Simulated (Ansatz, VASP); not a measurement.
**Be16CO in VASP and in Ansatz**

Contents of INCAR:

```
SYSTEM = Be16CO
PREC     = Accurate       ! precision mode
ENCUT    = 520            ! plane-wave cutoff, eV
EDIFF    = 1E-6           ! SCF threshold, eV
ISMEAR   = 0              ! smearing method
SIGMA    = 0.1            ! smearing width, eV
LREAL    = Auto         
LASPH    = .True.         ! aspherical terms in the spheres
NELM     = 60             ! most SCF steps
ALGO     = Normal         ! electronic algorithm
ISIF     = 2              ! what is computed and relaxed
LWAVE    = .False.        ! write WAVECAR
LCHARG   = .True.         ! write CHGCAR
LDIPOL   = .True.       
IDIPOL   = 3            
DIPOL    = 0.5 0.5 0.309
GGA      = PE             ! functional
LELF     = .True.         ! ELF
LVHAR    = .True.       
LVACPOTAV= .True.       
NBANDS   = 36             ! bands
```

KPOINTS

```
regular mesh
0
Gamma
  6 6 1
  0 0 0
```

Contents of POSCAR:

```
Be16CO
1.0
    4.5254381410      0.0000000000      0.0000000000
   -2.2627190705      3.9191443934      0.0000000000
    0.0000000000      0.0000000000     23.4761687145
Be C O
16 1 1
Direct
    0.3333333333      0.1666666667      0.1703855535
    0.3333333333      0.6666666667      0.1703855535
    0.8333333333      0.1666666667      0.1703855535
    0.8333333333      0.6666666667      0.1703855535
    0.1666666667      0.3333333333      0.2463521558
    0.1666666667      0.8333333333      0.2463521558
    0.6666666667      0.3333333333      0.2463521558
    0.6666666667      0.8333333333      0.2463521558
    0.3333333333      0.1666666667      0.3241941575
    0.3333333333      0.6666666667      0.3241941575
    0.8333333333      0.1666666667      0.3241941575
    0.8333333333      0.6666666667      0.3241941575
    0.1666666667      0.3333333333      0.4036505628
    0.1666666667      0.8333333333      0.4036505628
    0.6666666667      0.3333333333      0.4036505628
    0.6666666667      0.8333333333      0.4036505628
    0.1666666667      0.3333333333      0.4828798452
    0.2948310525      0.2051689475      0.5075857504
```

Input for Ansatz:

```yaml
crystal:
  lattice:
    - [4.525438141, 0.0, 0.0]
    - [-2.2627190705, 3.9191443934, 0.0]
    - [0.0, 0.0, 23.4761687145]
  atoms:
    - { symbol: Be, position: [0.3333333333, 0.1666666667, 0.1703855535] }
    - { symbol: Be, position: [0.3333333333, 0.6666666667, 0.1703855535] }
    - { symbol: Be, position: [0.8333333333, 0.1666666667, 0.1703855535] }
    - { symbol: Be, position: [0.8333333333, 0.6666666667, 0.1703855535] }
    - { symbol: Be, position: [0.1666666667, 0.3333333333, 0.2463521558] }
    - { symbol: Be, position: [0.1666666667, 0.8333333333, 0.2463521558] }
    - { symbol: Be, position: [0.6666666667, 0.3333333333, 0.2463521558] }
    - { symbol: Be, position: [0.6666666667, 0.8333333333, 0.2463521558] }
    - { symbol: Be, position: [0.3333333333, 0.1666666667, 0.3241941575] }
    - { symbol: Be, position: [0.3333333333, 0.6666666667, 0.3241941575] }
    - { symbol: Be, position: [0.8333333333, 0.1666666667, 0.3241941575] }
    - { symbol: Be, position: [0.8333333333, 0.6666666667, 0.3241941575] }
    - { symbol: Be, position: [0.1666666667, 0.3333333333, 0.4036505628] }
    - { symbol: Be, position: [0.1666666667, 0.8333333333, 0.4036505628] }
    - { symbol: Be, position: [0.6666666667, 0.3333333333, 0.4036505628] }
    - { symbol: Be, position: [0.6666666667, 0.8333333333, 0.4036505628] }
    - { symbol: C, position: [0.1666666667, 0.3333333333, 0.4828798452] }
    - { symbol: O, position: [0.2948310525, 0.2051689475, 0.5075857504] }
basis:
  ecutwfc: 420
kpoints:
  mp_grid: { grid: [6, 6, 1] }
hamiltonian:
  xc: pbe
scf:
  occupations: { method: gaussian, width: 0.1 }
output:
  forces: true
  eigenvalues: true
efield:
  axis: 3
  dipole_correction: true
  ramp_width: 0.04
```

Alike in both runs: task single point; functional PBE; k mesh 6 × 6 × 1; occupations gaussian, width 0.1 eV; no spin polarisation.

|  | VASP | Ansatz |
| --- | --- | --- |
| version | VASP 6.6.1 | Ansatz 0.2.0 |
| potentials or method | VASP PAW PBE potentials, release 64 (Be, C, O), cutoff 520 eV | scalar-relativistic, plane waves, PAW |
| valence electrons in the cell | 42 | 42 |

|  | VASP | Ansatz | Ansatz less VASP |
| --- | --- | --- | --- |
| gap on the k mesh at the Fermi level (eV) | none | none | - |
| rms of the force components (eV/Å) | 0.378 | 0.389 | +0.0115 |
| work function, face that differs most (eV) | 4.73 | 4.71 | -0.019 |

Atom by atom the forces differ by 0.154 eV/Å (rms over components). A gap of «none» marks a metal or a gap that the smearing closes.

Noted on VASP's run: the standard files for N, O and F lose accuracy on very short bonds.
